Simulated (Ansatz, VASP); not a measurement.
## ZnCl4 in VASP and in Ansatz

```
Zn Cl
1.0
    -3.25907    3.25907    3.25907
     3.25907   -3.25907    3.25907
     3.25907    3.25907   -3.25907
Zn Cl
1 4
Cartesian
  0.0000 0.0000 0.0000
  1.3137 1.3137 1.3137
  -1.9454 1.9454 1.9454
  1.9454 1.9454 -1.9454
  1.9454 -1.9454 1.9454
```

Change from the starting cell: species swapped into the GeF4 type (I-43m, No. 217).

Alike in both runs: functional PBE; k mesh 4 × 4 × 4; occupations gaussian, width 0.1 eV; no spin polarisation.

Ansatz relaxed the structure, and its values are those at the end. VASP's run is a single point on that final structure, the one shown.

|  | VASP | Ansatz |
| --- | --- | --- |
| version | VASP 6.6.1 | Ansatz 0.2.0 |
| potentials or method | VASP PAW PBE potentials, release 64 (Zn, Cl), cutoff 520 eV | scalar-relativistic, plane waves, PAW |
| valence electrons in the cell | 40 | 40 |

VASP gave:

- gap on the k mesh at the Fermi level (eV): none
- pressure (GPa): 0.2
- rms of the force components (eV/Å): 0.026

Question: Which values does Ansatz return?

Answer: gap on the k mesh at the Fermi level (eV): none; pressure (GPa): 0.2; rms of the force components (eV/Å): 0.019.

A gap of «none» marks a metal or a gap that the smearing closes.
